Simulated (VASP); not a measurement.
# AlAu20 in VASP: notebook

Runs on AlAu20. Level: PBE+D3(BJ). Tasks: relaxation of the atoms.

Program: VASP 6.6.1. These are calculated values, not measurements. Logs are shortened: lines on timing, memory, paths and dates and some standing lists are left out, and cuts for length are marked.

## Step 1: The cell of the first run

The cell holds a slab with vacuum, 21 atoms: a = 5.765 Å, b = 5.765 Å, c = 28.609 Å, α = 90.00°, β = 90.00°, γ = 120.00°.

## Step 2: Relaxation of the atoms, PBE+D3(BJ)

Contents of INCAR:

```
ALGO     = Normal         # electronic algorithm
DIPOL    = 0.5 0.5 0.478
EDIFF    = 1E-6           # SCF threshold, eV
EDIFFG   = -0.03          # ionic threshold
ENCUT    = 520            # plane-wave cutoff, eV
GGA      = PE             # functional
IBRION   = 2              # ionic algorithm
IDIPOL   = 3            
ISIF     = 2              # what is computed and relaxed
ISMEAR   = 0              # smearing method
IVDW     = 12             # dispersion correction
LASPH    = True           # aspherical terms in the spheres
LCHARG   = False          # write CHGCAR
LDIPOL   = True         
LREAL    = Auto         
LUSENCCL = False        
LWAVE    = False          # write WAVECAR
NELM     = 100            # most SCF steps
NSW      = 90             # ionic steps
PREC     = Accurate       # precision mode
SIGMA    = 0.1            # smearing width, eV
```

Contents of KPOINTS:

```
k-points
0
Gamma
  6 6 1
```

Contents of POSCAR:

```
AlAu20
1.0
    5.7649995596      0.0000000000      0.0000000000
   -2.8824997798      4.9926360715      0.0000000000
    0.0000000000      0.0000000000     28.6093132300
Au Al
20 1
Selective dynamics
Direct
    0.1666666667      0.3333333333      0.2971060483  F F F
    0.1666666667      0.8333333333      0.2971060483  F F F
    0.6666666667      0.3333333333      0.2971060483  F F F
    0.6666666667      0.8333333333      0.2971060483  F F F
    0.3333333333      0.1666666667      0.3810761978  F F F
    0.3333333333      0.6666666667      0.3810761978  F F F
    0.8333333333      0.1666666667      0.3810761978  F F F
    0.8333333333      0.6666666667      0.3810761978  F F F
    0.1666666667      0.3333333333      0.4649734912  T T T
    0.1666666667      0.8333333333      0.4649734912  T T T
    0.6666666667      0.3333333333      0.4649734912  T T T
    0.6666666667      0.8333333333      0.4649734912  T T T
    0.3333333333      0.1666666667      0.5490247130  T T T
    0.3333333333      0.6666666667      0.5490247130  T T T
    0.8333333333      0.1666666667      0.5490247130  T T T
    0.8333333333      0.6666666667      0.5490247130  T T T
    0.1666666667      0.3333333333      0.6352777908  T T T
    0.1666666667      0.8333333333      0.6352777908  T T T
    0.6666666667      0.3333333333      0.6352777908  T T T
    0.6666666667      0.8333333333      0.6352777908  T T T
    0.6666666667      0.8333333333      0.7254582149  T T T
```

Potentials or basis: VASP PAW PBE potentials, release 64 (Au, Al).

Launch:

```sh
> cat potpaw_PBE.64/Au/POTCAR potpaw_PBE.64/Al/POTCAR > POTCAR
> mpirun -np 1 vasp_std > vasp.out
```

OUTCAR:

```text
EDIFF = 1E-6
   EDIFFG = -0.03
   ENCUT = 520
   GGA = PE
   IBRION = 2
   ISIF = 2
   ISMEAR = 0
   IVDW = 12
   LASPH = True
   LREAL = Auto
   NELM = 100
   NSW = 90
   PREC = Accurate
 IVDW          = 12

 ion  position               nearest neighbor table
   1  0.167  0.333  0.297-   3 2.88   3 2.88   4 2.88   2 2.88   2 2.88   4 2.88   5 2.92   7 2.92
                             6 2.92
   2  0.167  0.833  0.297-   4 2.88   4 2.88   1 2.88   1 2.88   3 2.88   3 2.88   6 2.92   8 2.92
                             5 2.92
   3  0.667  0.333  0.297-   1 2.88   1 2.88   4 2.88   4 2.88   2 2.88   2 2.88   7 2.92   5 2.92
                             8 2.92
   4  0.667  0.833  0.297-   2 2.88   2 2.88   3 2.88   3 2.88   1 2.88   1 2.88   8 2.92   6 2.92
                             7 2.92
   5  0.333  0.167  0.381-   7 2.88   7 2.88   8 2.88   6 2.88   6 2.88   8 2.88   9 2.92  11 2.92
                            10 2.92   1 2.92   3 2.92   2 2.92
   6  0.333  0.667  0.381-   8 2.88   8 2.88   5 2.88   5 2.88   7 2.88   7 2.88  10 2.92  12 2.92
                             9 2.92   2 2.92   4 2.92   1 2.92
   7  0.833  0.167  0.381-   5 2.88   5 2.88   8 2.88   8 2.88   6 2.88   6 2.88  11 2.92   9 2.92
                            12 2.92   3 2.92   1 2.92   4 2.92
   8  0.833  0.667  0.381-   6 2.88   6 2.88   7 2.88   7 2.88   5 2.88   5 2.88  12 2.92  10 2.92
                            11 2.92   4 2.92   2 2.92   3 2.92
   9  0.167  0.333  0.465-  11 2.88  11 2.88  12 2.88  10 2.88  10 2.88  12 2.88   5 2.92   7 2.92
[... 8 lines left out ...]
                            10 2.92  17 2.98  19 2.98  18 2.98
  14  0.333  0.667  0.549-  16 2.88  16 2.88  13 2.88  13 2.88  15 2.88  15 2.88  10 2.92  12 2.92
                             9 2.92  18 2.98  20 2.98  17 2.98
  15  0.833  0.167  0.549-  13 2.88  13 2.88  16 2.88  16 2.88  14 2.88  14 2.88  11 2.92   9 2.92
                            12 2.92  19 2.98  17 2.98  20 2.98
  16  0.833  0.667  0.549-  14 2.88  14 2.88  15 2.88  15 2.88  13 2.88  13 2.88  12 2.92  10 2.92
                            11 2.92  20 2.98  18 2.98  19 2.98
  17  0.167  0.333  0.635-  19 2.88  19 2.88  20 2.88  18 2.88  18 2.88  20 2.88  13 2.98  15 2.98
                            14 2.98
  18  0.167  0.833  0.635-  20 2.88  20 2.88  17 2.88  17 2.88  19 2.88  19 2.88  14 2.98  16 2.98
                            13 2.98
  19  0.667  0.333  0.635-  17 2.88  17 2.88  20 2.88  20 2.88  18 2.88  18 2.88  15 2.98  13 2.98
                            16 2.98
  20  0.667  0.833  0.635-  21 2.58  18 2.88  18 2.88  17 2.88  19 2.88  19 2.88  17 2.88  16 2.98
                            14 2.98  15 2.98
  21  0.667  0.833  0.725-  20 2.58

  LATTYP: Found a hexagonal cell.
 ALAT       =     5.7649995596
 C/A-ratio  =     4.9625872360

  Lattice vectors:

 A1 = (   5.7649995596,   0.0000000000,   0.0000000000)
 A2 = (  -2.8824997798,   4.9926360715,   0.0000000000)
 A3 = (   0.0000000000,   0.0000000000,  28.6093132300)

Analysis of symmetry for initial positions (statically):
=====================================================================
 Subroutine PRICEL returns:
 Original cell was already a primitive cell.

 Routine SETGRP: Setting up the symmetry group for a
 hexagonal supercell.

 Subroutine GETGRP returns: Found  6 space group operations
 (whereof  2 operations were pure point group operations)
 out of a pool of 24 trial point group operations.

The static configuration has the point symmetry C_1h.
 The point group associated with its full space group is C_3v.

Analysis of symmetry for dynamics (positions and initial velocities):
=====================================================================
 Subroutine PRICEL returns:
 Original cell was already a primitive cell.

 Routine SETGRP: Setting up the symmetry group for a
 hexagonal supercell.

 Subroutine GETGRP returns: Found  6 space group operations
 (whereof  2 operations were pure point group operations)
 out of a pool of 24 trial point group operations.

The dynamic configuration has the point symmetry C_1h.
 The point group associated with its full space group is C_3v.

Analysis of constrained symmetry for selective dynamics:
=====================================================================
 Subroutine PRICEL returns:
 Original cell was already a primitive cell.

 Routine SETGRP: Setting up the symmetry group for a
 hexagonal supercell.

 Subroutine GETGRP returns: Found  6 space group operations
 (whereof  2 operations were pure point group operations)
 out of a pool of 24 trial point group operations.

The constrained configuration has the point symmetry C_1h.
 The point group associated with its full space group is C_3v.

 Subroutine INISYM returns: Found  6 space group operations
 (whereof  2 operations are pure point group operations),
 and found     1 'primitive' translations
[... 68 lines left out ...]
 generate k-points for:    6    6    1

 Generating k-lattice:

  Cartesian coordinates                     Fractional coordinates (reciprocal lattice)
     0.028910092  0.016691249 -0.000000000     0.166666667 -0.000000000  0.000000000
     0.000000000  0.033382499  0.000000000     0.000000000  0.166666667  0.000000000
     0.000000000 -0.000000000  0.034953653     0.000000000  0.000000000  1.000000000

  Length of vectors
     0.033382499  0.033382499  0.034953653

  Shift w.r.t. Gamma in fractional coordinates (k-lattice)
     0.000000000  0.000000000  0.000000000

 Subroutine IBZKPT returns following result:
 ===========================================

 Found      7 irreducible k-points:

 Following reciprocal coordinates:
            Coordinates               Weight
  0.000000  0.000000  0.000000      1.000000
  0.166667  0.000000  0.000000      6.000000
  0.333333  0.000000  0.000000      6.000000
  0.500000  0.000000  0.000000      3.000000
  0.166667  0.166667  0.000000      6.000000
  0.333333  0.166667  0.000000     12.000000
  0.333333  0.333333  0.000000      2.000000
   k-points           NKPTS =      7   k-points in BZ     NKDIM =      7   number of bands    NBANDS=    133
   number of dos      NEDOS =    301   number of ions     NIONS =     21
   total plane-waves  NPLWV = 497664
   dimension x,y,z NGX =    48 NGY =   48 NGZ =  216
   dimension x,y,z NGXF=    96 NGYF=   96 NGZF=  432
   ions per type =              20   1
   NGX,Y,Z   is equivalent  to a cutoff of  13.84, 13.84, 12.55 a.u.
   NGXF,Y,Z  is equivalent  to a cutoff of  27.68, 27.68, 25.10 a.u.
 SYSTEM =  unknown system
   PREC   = accura    normal or accurate (medium, high low for compatibility)
   ISTART =      0    job   : 0-new  1-cont  2-samecut
   ICHARG =      2    charge: 1-file 2-atom 10-const
   ISPIN  =      1    spin polarized calculation?
   LNONCOLLINEAR =      F non collinear calculations
   LSORBIT =      F    spin-orbit coupling
   LASPH  =      T    aspherical Exc in radial PAW
   ENCUT  =  520.0 eV  38.22 Ry    6.18 a.u.  10.72 10.72 53.19*2*pi/ulx,y,z
   NELM   =    100;   NELMIN=  2; NELMDL= -5     # of ELM steps
   EDIFF  = 0.1E-05   stopping-criterion for ELM
   LREAL  =      T    real-space projection
   EDIFFG = -.3E-01   stopping-criterion for IOM
   NSW    =     90    number of steps for IOM
   IBRION =      2    ionic relax: 0-MD 1-quasi-New 2-CG
   NFREE  =      1    steps in history (QN), initial steepest desc. (CG)
   ISIF   =      2    stress and relaxation
   ISYM   =      2    0-nonsym 1-usesym 2-fastsym
   POTIM  = 0.5000    time-step for ionic-motion
   TEBEG  =    0.0;   TEEND  =   0.0 temperature during run
   PSTRESS=    0.0 pullay stress
   NELECT =     223.0000    total number of electrons
   NUPDOWN=      -1.0000    fix difference up-down
   EMIN   =  10.00;   EMAX   =-10.00  energy-range for DOS
   EFERMI =   0.00;   METHOD = LEGACY
   ISMEAR =     0;   SIGMA  =   0.10  broadening in eV -4-tet -1-fermi 0-gaus
   EFERMI_NEDOS =   21; number of points for ismear=-14 and -15
   IALGO  =     38    algorithm
   IMIX   =      4    mixing-type and parameters
     AMIX     =   0.40;   BMIX     =  1.00
     AMIX_MAG =   1.60;   BMIX_MAG =  1.00
  volume/ion in A,a.u.               =      39.21       264.61
  Fermi-wavevector in a.u.,A,eV,Ry     =   1.059167  2.001535 15.263474  1.121834
  Thomas-Fermi vector in A             =   2.194502
   LORBIT       =      0    0 simple, 1 ext, 2 COOP (PROOUT), +10 PAW based schemes
   GGA     = PE    functional components
   LHFCALC =     F    Hartree Fock is set to
   AEXX    =    0.0000 exact exchange contribution
   IVDW    =    12    specifies the selected vdW correction
   LEPSILON=     F    determine dielectric tensor
   LRPA    =     F    only Hartree local field effects (RPA)
 conjugate gradient relaxation of ions
 non-spin polarized calculation
 Gauss-broadening in eV      SIGMA  =   0.10
  energy-cutoff  :      520.00
  volume of cell :      823.45
 maximum number of plane-waves:     22223
 NGX is ok and might be reduce to    48
   NGX = 21   NGY = 21   NGZ =107

 dipolmoment           0.000000      0.000000      0.040594 electrons x Angstroem

--------------------------------------- Ionic step        1  -------------------------------------------

 number of electron     223.0000027 magnetization

 Free energy of the ion-electron system (eV)
  ---------------------------------------------------
  ext. energy  EPLUGINS =         0.00000000
  ---------------------------------------------------
  free energy    TOTEN  =       -64.69232636 eV

  energy without entropy =      -64.64828044  energy(sigma->0) =      -64.67030340

------------------------ aborting loop because EDIFF is reached ----------------------------------------

 Edisp (eV)  -11.04167

 E8    (eV) :    -5.0809
[... 162 lines left out ...]
  FREE ENERGIE OF THE ION-ELECTRON SYSTEM (eV)
  ---------------------------------------------------
  free  energy   TOTEN  =       -75.8043363105 eV

  energy  without entropy=      -75.7568359563  energy(sigma->0) =      -75.78058613

[... ionic steps 4 to 14 ...]

--------------------------------------- Ionic step       15  -------------------------------------------

 number of electron     223.0000033 magnetization

------------------------ aborting loop because EDIFF is reached ----------------------------------------
[... 113 lines left out ...]
--------------------------------------- Ionic step       17  -------------------------------------------

 number of electron     223.0000032 magnetization

 dipolmoment           0.000000      0.000000     -0.165920 electrons x Angstroem

 Free energy of the ion-electron system (eV)
  ---------------------------------------------------
  ext. energy  EPLUGINS =         0.00000000
  ---------------------------------------------------
  free energy    TOTEN  =       -64.79039262 eV

  energy without entropy =      -64.74124401  energy(sigma->0) =      -64.76581831

 E-fermi :   1.4700     XC(G=0):  -6.2547

 val. band max:        1.4498775833   @ k =   0.0000   0.0000   0.0000
 cond. band min:       1.4796662261   @ k =   0.3333   0.0000   0.0000
 fundamental gap:      0.0297886428
 Fermi energy:         1.4700259708

 k-point     1 :       0.0000    0.0000    0.0000
  band No.  band energies     occupation
      1      -7.9353      2.00000
      2      -7.1900      2.00000
      3      -6.3121      2.00000
      4      -5.7716      2.00000
      5      -5.6921      2.00000
      6      -5.4262      2.00000
[... 871 lines left out ...]
    122       4.7811      0.00000
    123       4.8163      0.00000
 [bands above 123 left out]

------------------------ aborting loop because EDIFF is reached ----------------------------------------

 vacuum level on the upper side and lower side of the slab       (xc-potential included)        -0.516         0.507

 Edisp (eV)  -11.05225

 E8    (eV) :    -5.0868

  FORCE on cell =-STRESS in cart. coord.  units (eV):
  Direction    XX          YY          ZZ          XY          YZ          ZX
  --------------------------------------------------------------------------------------
  -------------------------------------------------------------------------------------
  Total      -9.47116    -9.47116     0.85485     0.00000     0.00000     0.00000
  in kB     -18.42795   -18.42795     1.66327     0.00000     0.00000     0.00000
  external pressure =      -11.73 kB  Pullay stress =        0.00 kB
[... 36 lines left out ...]
  FREE ENERGIE OF THE ION-ELECTRON SYSTEM (eV)
  ---------------------------------------------------
  free  energy   TOTEN  =       -75.8426467943 eV

  energy  without entropy=      -75.7934981790  energy(sigma->0) =      -75.81807249

 reached required accuracy - stopping structural energy minimisation

 vacuum level on the upper side and lower side of the slab         5.568         6.610
```

It took 11 min on 1 × NVIDIA H100 80GB with 1 thread of AMD EPYC 7R13 (Zen 3), shared host; peak memory 2 GiB.

Results:

```yaml
Free_energy: -75.8426 eV
Energy_gained_by_relaxing: 5.2 meV/atom
Ionic_steps: 17
Band_gap_on_the_k_mesh: zero (an odd number of electrons rules out a gap without spin polarisation)
Dispersion_energy_per_atom: -0.526 eV
```

The path:
```csv
step,energy change (eV),largest force on free atoms (eV/Å),pressure (GPa)
1,0.0000,0.9197,-1.31
2,-0.0479,0.6188,-1.30
3,-0.0703,0.2821,-1.25
4,-0.0769,0.2597,-1.25
5,-0.0903,0.1894,-1.25
6,-0.0822,0.3643,-1.21
7,-0.0932,0.1771,-1.24
8,-0.0990,0.1333,-1.24
9,-0.1053,0.0836,-1.23
10,-0.1054,0.0758,-1.23
11,-0.1066,0.0449,-1.22
12,-0.1070,0.0457,-1.22
13,-0.1070,0.0471,-1.21
14,-0.1077,0.0382,-1.21
15,-0.1084,0.0407,-1.18
16,-0.1084,0.0326,-1.19
17,-0.1087,0.0261,-1.17
```

Final structure:
```
Au Al
1.0
     5.76500    0.00000    0.00000
    -2.88250    4.99264    0.00000
     0.00000    0.00000   28.60931
Au Al
20 1
Cartesian
  0.0000 1.6642 8.5000
  -1.4413 4.1605 8.5000
  2.8825 1.6642 8.5000
  1.4413 4.1605 8.5000
  1.4413 0.8321 10.9023
  0.0000 3.3284 10.9023
  4.3237 0.8321 10.9023
  2.8825 3.3284 10.9023
  0.0029 1.6625 13.3078
  -1.4413 4.1639 13.3078
  2.8796 1.6625 13.3078
  1.4413 4.1605 13.2927
  1.4413 0.8321 15.7440
  -0.0045 3.3258 15.6919
  4.3238 0.8373 15.6919
  2.8870 3.3258 15.6919
  -0.0030 1.6659 18.2314
  -1.4413 4.1571 18.2314
  2.8855 1.6659 18.2314
  1.4413 4.1605 18.0776
  1.4413 4.1605 20.5123
```

Caveat: spin-orbit coupling is left out, which moves the levels of the heavy elements.

[end of part 1 of 2]

The gap in the log of VASP goes by the Fermi energy; the results here count the filled bands.